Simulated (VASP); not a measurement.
# PbF2 (I4/mmm) in VASP: single point with PBE+D3(BJ)

Aim: the single point of PbF2 with PBE+D3(BJ).

Program: VASP 6.6.1. These are calculated values, not measurements. Logs are shortened: lines on timing, memory, paths and dates and some standing lists are left out, and cuts for length are marked.

## 1. The cell of the first run

Symmetry: I4/mmm, No. 139, tetragonal system. The conventional cell has a = 4.200 Å, b = 4.200 Å, c = 5.762 Å, α = 90.00°, β = 90.00°, γ = 90.00°. Within 3.4 Å of Pb (site symmetry 4/mmm) lie 8 F at 2.55 Å. Within 3.4 Å of F (site symmetry -4m2) lie 4 Pb at 2.55 Å and 6 F at 2.88 to 2.97 Å.

## 2. Single point, PBE+D3(BJ) (strain +0.000 along x and y, -0.030 along z)

INCAR

```
SYSTEM = PbF2
ALGO = Normal
EDIFF = 1E-6
ENCUT = 520
GGA = PE
ISIF = 2
ISMEAR = 0
IVDW = 12
LASPH = .TRUE.
LCHARG = .FALSE.
LREAL = .FALSE.
LWAVE = .FALSE.
NBANDS = 21
NELM = 60
PREC = Accurate
SIGMA = 0.05
```

KPOINTS

```
k-points
0
G
  8 8 8
  0 0 0
```

POSCAR

```
PbF2
1.0
    0.0000000000      2.9698500000      2.8807545000
    2.9698500000      0.0000000000      2.8807545000
    2.9698500000      2.9698500000      0.0000000000
Pb F
1 2
Direct
    0.0000000000      0.0000000000      0.0000000000
    0.2500000000      0.2500000000      0.2500000000
    0.7500000000      0.7500000000      0.7500000000
```

Potentials or basis: VASP PAW PBE potentials, release 64 (Pb_d, F).

Launch:

```console
$ cat potpaw_PBE.64/Pb_d/POTCAR potpaw_PBE.64/F/POTCAR > POTCAR
$ mpirun -np 1 vasp_std > vasp.out
```

OUTCAR:

```text
SYSTEM = PbF2
   EDIFF = 1E-6
   ENCUT = 520
   GGA = PE
   ISIF = 2
   ISMEAR = 0
   IVDW = 12
   LASPH = .TRUE.
   LREAL = .FALSE.
   NELM = 60
   PREC = Accurate
 IVDW          = 12

 ion  position               nearest neighbor table
   1  0.000  0.000  0.000-   3 2.55   3 2.55   3 2.55   2 2.55   2 2.55   2 2.55   3 2.55   2 2.55

   2  0.250  0.250  0.250-   1 2.55   1 2.55   1 2.55   1 2.55
   3  0.750  0.750  0.750-   1 2.55   1 2.55   1 2.55   1 2.55

  LATTYP: Found a body centered tetragonal cell.
 ALAT       =     4.2000021482
 C/A-ratio  =     1.3717871555

  Lattice vectors:

 A1 = (   0.0000000000,  -2.9698500000,  -2.8807545000)
 A2 = (   0.0000000000,   2.9698500000,  -2.8807545000)
 A3 = (   2.9698500000,   0.0000000000,   2.8807545000)

Analysis of symmetry for initial positions (statically):
=====================================================================
 Subroutine PRICEL returns:
 Original cell was already a primitive cell.

 Routine SETGRP: Setting up the symmetry group for a
 body centered tetragonal supercell.

 Subroutine GETGRP returns: Found 16 space group operations
 (whereof 16 operations were pure point group operations)
 out of a pool of 16 trial point group operations.

The static configuration has the point symmetry D_4h.

Analysis of symmetry for dynamics (positions and initial velocities):
=====================================================================
 Subroutine PRICEL returns:
 Original cell was already a primitive cell.

 Routine SETGRP: Setting up the symmetry group for a
 body centered tetragonal supercell.

 Subroutine GETGRP returns: Found 16 space group operations
 (whereof 16 operations were pure point group operations)
 out of a pool of 16 trial point group operations.

The dynamic configuration has the point symmetry D_4h.

 Subroutine INISYM returns: Found 16 space group operations
 (whereof 16 operations are pure point group operations),
 and found     1 'primitive' translations

----------------------------------------------------------------------------------------

                                     Primitive cell

  volume of cell :      50.8166

  direct lattice vectors                    reciprocal lattice vectors
     0.000000000  2.969850000  2.880754500    -0.168358671  0.168358671  0.173565641
     2.969850000  0.000000000  2.880754500     0.168358671 -0.168358671  0.173565641
     2.969850000  2.969850000  0.000000000     0.168358671  0.168358671 -0.173565641

  length of vectors
     4.137481784  4.137481784  4.200002148     0.294642692  0.294642692  0.294642692

  position of ions in fractional coordinates (direct lattice)
     0.000000000  0.000000000  0.000000000
     0.250000000  0.250000000  0.250000000
     0.750000000  0.750000000  0.750000000

  ion indices of the primitive-cell ions
   primitive index   ion index
                 1           1
                 2           2
                 3           3

----------------------------------------------------------------------------------------

 KPOINTS: k-points

Automatic generation of k-mesh.
 Grid dimensions read from file:
 generate k-points for:    8    8    8

 Generating k-lattice:

  Cartesian coordinates                     Fractional coordinates (reciprocal lattice)
    -0.021044834  0.021044834  0.021695705     0.125000000  0.000000000  0.000000000
     0.021044834 -0.021044834  0.021695705     0.000000000  0.125000000  0.000000000
     0.021044834  0.021044834 -0.021695705     0.000000000  0.000000000  0.125000000

  Length of vectors
     0.036830337  0.036830337  0.036830337

  Shift w.r.t. Gamma in fractional coordinates (k-lattice)
     0.000000000  0.000000000  0.000000000

 Subroutine IBZKPT returns following result:
 ===========================================

 Found     59 irreducible k-points:

 Following reciprocal coordinates:
            Coordinates               Weight
  0.000000  0.000000  0.000000      1.000000
  0.125000  0.000000  0.000000      8.000000
  0.250000  0.000000  0.000000      8.000000
  0.375000  0.000000  0.000000      8.000000
  0.500000  0.000000  0.000000      4.000000
  0.125000  0.125000  0.000000      2.000000
[... 16 lines left out ...]
  0.250000  0.000000  0.125000     16.000000
  0.375000  0.000000  0.125000     16.000000
 [... further k-points ...]
   k-points           NKPTS =     59   k-points in BZ     NKDIM =     59   number of bands    NBANDS=     21
   number of dos      NEDOS =    301   number of ions     NIONS =      3
   total plane-waves  NPLWV =  32768
   dimension x,y,z NGX =    32 NGY =   32 NGZ =   32
   dimension x,y,z NGXF=    64 NGYF=   64 NGZF=   64
   ions per type =               1   2
   NGX,Y,Z   is equivalent  to a cutoff of  12.86, 12.86, 12.67 a.u.
   NGXF,Y,Z  is equivalent  to a cutoff of  25.72, 25.72, 25.33 a.u.
 SYSTEM =  PbF2
   PREC   = accura    normal or accurate (medium, high low for compatibility)
   ISTART =      0    job   : 0-new  1-cont  2-samecut
   ICHARG =      2    charge: 1-file 2-atom 10-const
   ISPIN  =      1    spin polarized calculation?
   LNONCOLLINEAR =      F non collinear calculations
   LSORBIT =      F    spin-orbit coupling
   LASPH  =      T    aspherical Exc in radial PAW
   ENCUT  =  520.0 eV  38.22 Ry    6.18 a.u.   7.69  7.69  7.81*2*pi/ulx,y,z
   NELM   =     60;   NELMIN=  2; NELMDL= -5     # of ELM steps
   EDIFF  = 0.1E-05   stopping-criterion for ELM
   LREAL  =      F    real-space projection
   EDIFFG = 0.1E-04   stopping-criterion for IOM
   NSW    =      0    number of steps for IOM
   IBRION =     -1    ionic relax: 0-MD 1-quasi-New 2-CG
   NFREE  =      0    steps in history (QN), initial steepest desc. (CG)
   ISIF   =      2    stress and relaxation
   ISYM   =      2    0-nonsym 1-usesym 2-fastsym
   POTIM  = 0.5000    time-step for ionic-motion
   TEBEG  =    0.0;   TEEND  =   0.0 temperature during run
   PSTRESS=    0.0 pullay stress
   NELECT =      28.0000    total number of electrons
   NUPDOWN=      -1.0000    fix difference up-down
   EMIN   =  10.00;   EMAX   =-10.00  energy-range for DOS
   EFERMI =   0.00;   METHOD = LEGACY
   ISMEAR =     0;   SIGMA  =   0.05  broadening in eV -4-tet -1-fermi 0-gaus
   EFERMI_NEDOS =   21; number of points for ismear=-14 and -15
   IALGO  =     38    algorithm
   IMIX   =      4    mixing-type and parameters
     AMIX     =   0.40;   BMIX     =  1.00
     AMIX_MAG =   1.60;   BMIX_MAG =  1.00
  volume/ion in A,a.u.               =      16.94       114.31
  Fermi-wavevector in a.u.,A,eV,Ry     =   1.342123  2.536245 24.508106  1.801295
  Thomas-Fermi vector in A             =   2.470302
   LORBIT       =      0    0 simple, 1 ext, 2 COOP (PROOUT), +10 PAW based schemes
   GGA     = PE    functional components
   LHFCALC =     F    Hartree Fock is set to
   AEXX    =    0.0000 exact exchange contribution
   IVDW    =    12    specifies the selected vdW correction
   LEPSILON=     F    determine dielectric tensor
   LRPA    =     F    only Hartree local field effects (RPA)
 non-spin polarized calculation
 Gauss-broadening in eV      SIGMA  =   0.05
  energy-cutoff  :      520.00
  volume of cell :       50.82
 maximum number of plane-waves:      1387
   NGX = 15   NGY = 15   NGZ = 15

 number of electron      27.9999995 magnetization

 Free energy of the ion-electron system (eV)
  ---------------------------------------------------
  ext. energy  EPLUGINS =         0.00000000
  ---------------------------------------------------
  free energy    TOTEN  =       -14.29970648 eV

  energy without entropy =      -14.29970648  energy(sigma->0) =      -14.29970648

 E-fermi :   2.5801     XC(G=0):  -9.5285

 val. band max:        2.2577037435   @ k =  -0.2500   0.2500   0.5000
 cond. band min:       6.5458308102   @ k =   0.5000   0.5000   0.0000
 fundamental gap:      4.2881270668
 Fermi energy:         2.5801264489

 k-point     1 :       0.0000    0.0000    0.0000
  band No.  band energies     occupation
      1     -19.1039      2.00000
      2     -18.4369      2.00000
      3     -12.2864      2.00000
      4     -12.2864      2.00000
      5     -12.2651      2.00000
      6     -12.2161      2.00000
[... 13 lines left out ...]
     20      17.7103      0.00000
     21      19.6941      0.00000

 k-point     2 :       0.1250    0.0000    0.0000
  band No.  band energies     occupation
      1     -19.0713      2.00000
      2     -18.4665      2.00000
      3     -12.2793      2.00000
      4     -12.2691      2.00000
      5     -12.2402      2.00000
      6     -12.2165      2.00000
[... 13 lines left out ...]
     20      17.2337      0.00000
     21      19.1831      0.00000

 k-point     3 :       0.2500    0.0000    0.0000
  band No.  band energies     occupation
      1     -18.9864      2.00000
      2     -18.5425      2.00000
      3     -12.2670      2.00000
      4     -12.2563      2.00000
      5     -12.2109      2.00000
      6     -12.2010      2.00000
[... 13 lines left out ...]
     20      16.5974      0.00000
     21      17.9824      0.00000

 k-point     4 :       0.3750    0.0000    0.0000
  band No.  band energies     occupation
      1     -18.8774      2.00000
      2     -18.6401      2.00000
      3     -12.2630      2.00000
      4     -12.2558      2.00000
      5     -12.1951      2.00000
      6     -12.1863      2.00000
[... 13 lines left out ...]
     20      16.2251      0.00000
     21      16.9694      0.00000

 k-point     5 :       0.5000    0.0000    0.0000
  band No.  band energies     occupation
      1     -18.7954      2.00000
      2     -18.7164      2.00000
      3     -12.2632      2.00000
      4     -12.2573      2.00000
      5     -12.1869      2.00000
      6     -12.1782      2.00000
[... 13 lines left out ...]
     20      16.1125      0.00000
     21      16.5846      0.00000

 k-point     6 :       0.1250    0.1250    0.0000
  band No.  band energies     occupation
      1     -19.0575      2.00000
      2     -18.4797      2.00000
      3     -12.2722      2.00000
      4     -12.2722      2.00000
      5     -12.2244      2.00000
      6     -12.2219      2.00000
[... 13 lines left out ...]
     20      17.2382      0.00000
     21      19.5745      0.00000

 k-point     7 :       0.2500    0.1250    0.0000
  band No.  band energies     occupation
      1     -18.9881      2.00000
      2     -18.5419      2.00000
      3     -12.2578      2.00000
      4     -12.2535      2.00000
      5     -12.2240      2.00000
      6     -12.1967      2.00000
[... 13 lines left out ...]
     20      16.9970      0.00000
     21      18.8633      0.00000
[... 291 lines left out ...]
      1     -18.7513      2.00000
      2     -18.7411      2.00000
      3     -12.2486      2.00000
      4     -12.1988      2.00000
      5     -12.1900      2.00000
      6     -12.1390      2.00000
[... 13 lines left out ...]
     20      17.8908      0.00000
     21      18.8606      0.00000

 k-point    21 :       0.5000    0.5000    0.0000
  band No.  band energies     occupation
      1     -18.7726      2.00000
      2     -18.7172      2.00000
      3     -12.2618      2.00000
      4     -12.1855      2.00000
      5     -12.1855      2.00000
      6     -12.1776      2.00000
[... 13 lines left out ...]
     20      18.7160      0.00000
     21      19.4404      0.00000

 k-point    22 :       0.1250    0.0000    0.1250
  band No.  band energies     occupation
      1     -19.0629      2.00000
      2     -18.4731      2.00000
      3     -12.2714      2.00000
      4     -12.2528      2.00000
      5     -12.2473      2.00000
      6     -12.2174      2.00000
[... 13 lines left out ...]
     20      17.7020      0.00000
     21      19.1147      0.00000

 k-point    23 :       0.2500    0.0000    0.1250
  band No.  band energies     occupation
      1     -18.9994      2.00000
      2     -18.5291      2.00000
      3     -12.2569      2.00000
      4     -12.2443      2.00000
      5     -12.2176      2.00000
      6     -12.2028      2.00000
[... 13 lines left out ...]
     20      17.3628      0.00000
     21      18.7003      0.00000

 k-point    24 :       0.3750    0.0000    0.1250
  band No.  band energies     occupation
      1     -18.9033      2.00000
      2     -18.6138      2.00000
      3     -12.2494      2.00000
      4     -12.2441      2.00000
      5     -12.2010      2.00000
      6     -12.1898      2.00000
[... 13 lines left out ...]
     20      17.0824      0.00000
     21      18.0021      0.00000

 [... further k-points ...]

------------------------ aborting loop because EDIFF is reached ----------------------------------------

 Edisp (eV)   -0.47151

 E8    (eV) :    -0.2029

  FORCE on cell =-STRESS in cart. coord.  units (eV):
  Direction    XX          YY          ZZ          XY          YZ          ZX
  --------------------------------------------------------------------------------------
  -------------------------------------------------------------------------------------
  Total       0.79343     0.79343     1.28368     0.00000     0.00000    -0.00000
  in kB      25.01576    25.01576    40.47254     0.00000     0.00000    -0.00000
  external pressure =       30.17 kB  Pullay stress =        0.00 kB

 VOLUME and BASIS-vectors are now :
 -----------------------------------------------------------------------------
  energy-cutoff  :      520.00
  volume of cell :       50.82
      direct lattice vectors                 reciprocal lattice vectors
     0.000000000  2.969850000  2.880754500    -0.168358671  0.168358671  0.173565641
     2.969850000  0.000000000  2.880754500     0.168358671 -0.168358671  0.173565641
     2.969850000  2.969850000  0.000000000     0.168358671  0.168358671 -0.173565641

 POSITION                                       TOTAL-FORCE (eV/Angst)
 -----------------------------------------------------------------------------------
      0.00000      0.00000      0.00000         0.000000     -0.000000     -0.000000
      1.48493      1.48493      1.44038        -0.000000      0.000000      0.000000
      4.45477      4.45477      4.32113        -0.000000      0.000000      0.000000
 -----------------------------------------------------------------------------------
    total drift:                                0.000000     -0.000000      0.000000

  FREE ENERGIE OF THE ION-ELECTRON SYSTEM (eV)
  ---------------------------------------------------
  free  energy   TOTEN  =       -14.7712160863 eV

  energy  without entropy=      -14.7712160863  energy(sigma->0) =      -14.77121609
```

It took 27 s on 1 thread of Intel Xeon Platinum 8559C (Emerald Rapids), shared host; peak memory 0.22 GiB.

Results:

```
Free energy                : -14.7712 eV
Pressure                   : 3.0 GPa
Band gap on the k mesh     : 4.29 eV, indirect (least direct gap 4.53 eV)
Dispersion energy per atom : -0.157 eV
```

Caveat: the cell differs from its parent crystal (strain +0.000 along x and y, -0.030 along z); spin-orbit coupling is left out, which moves the levels of the heavy elements. A k mesh can miss the band edges.
